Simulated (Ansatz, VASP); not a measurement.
# One calculation of Os, two programs

INCAR

```
  PREC = Accurate
  ENCUT = 520
  EDIFF = 1E-7
  ISMEAR = -1
  SIGMA = 0.08
  LREAL = F
  LASPH = T
  NELM = 100
  ALGO = Normal
  ISIF = 2
  LWAVE = F
  LCHARG = F
  GGA = PE
  NBANDS = 15
```

KPOINTS

```
regular mesh
0
Gamma
  18 18 10
```

Contents of POSCAR:

```
Os
1.0
    2.5916177627      0.0000000000      0.0000000000
   -1.2958088813      2.2444068194      0.0000000000
    0.0000000000      0.0000000000      4.1243307778
Os
2
Direct
    0.3333333333      0.6666666667      0.2500000000
    0.6666666667      0.3333333333      0.7500000000
```

Input for Ansatz:

```yaml
crystal:
  lattice:
    - [2.5916177627, 0.0, 0.0]
    - [-1.2958088813, 2.2444068194, 0.0]
    - [0.0, 0.0, 4.1243307778]
  atoms:
    - { symbol: Os, position: [0.3333333333, 0.6666666667, 0.25] }
    - { symbol: Os, position: [0.6666666667, 0.3333333333, 0.75] }
kpoints:
  mp_grid: { grid: [18, 18, 10] }
  band_path:
    path:
      - [0.0, 0.0, 0.0]
      - [0.5, 0.0, 0.0]
      - [0.3333333333, 0.3333333333, 0.0]
      - [0.0, 0.0, 0.0]
      - [0.0, 0.0, 0.5]
      - [0.5, 0.0, 0.5]
      - [0.3333333333, 0.3333333333, 0.5]
      - [0.0, 0.0, 0.5]
      - [0.5, 0.0, 0.5]
    npoints: 8
scf:
  occupations: { method: fermi_dirac, width: 0.08 }
hamiltonian:
  xc: pbe
  pseudopotentials: { kind: all_electron, lapw: { basis_error: 0.001 } }
output:
  forces: true
  stress: true
  eigenvalues: true
  populations: true
  dos: { projected: true, de: 0.2, e_range: [-14, 8] }
```

Change from the starting cell: volume scaled by 0.84, LAPW.

Alike in both runs: task single point; functional PBE; k mesh 18 × 18 × 10; occupations fermi-dirac, width 0.08 eV; no spin polarisation.

```csv
,VASP,Ansatz
version,VASP 6.6.1,Ansatz 0.2.0
potentials or method,"VASP PAW PBE potentials, release 64 (Os), cutoff 520 eV","all-electron LAPW, scalar-relativistic"
```

Ansatz gave:

```
pressure (GPa)                                                : 104.1
traceless stress, the component that is largest in VASP (GPa) : 0.03
```

Which values does VASP return?

Pressure (GPa): 107.6; traceless stress, the component that is largest in VASP (GPa): -0.09.

Both programs put the cell under a high pressure, so it lies far from rest at this level. Ansatz ran all-electron here, and VASP with PAW potentials.

Spin-orbit coupling is off throughout. Noted on VASP's run: the cell as given lies far from equilibrium.
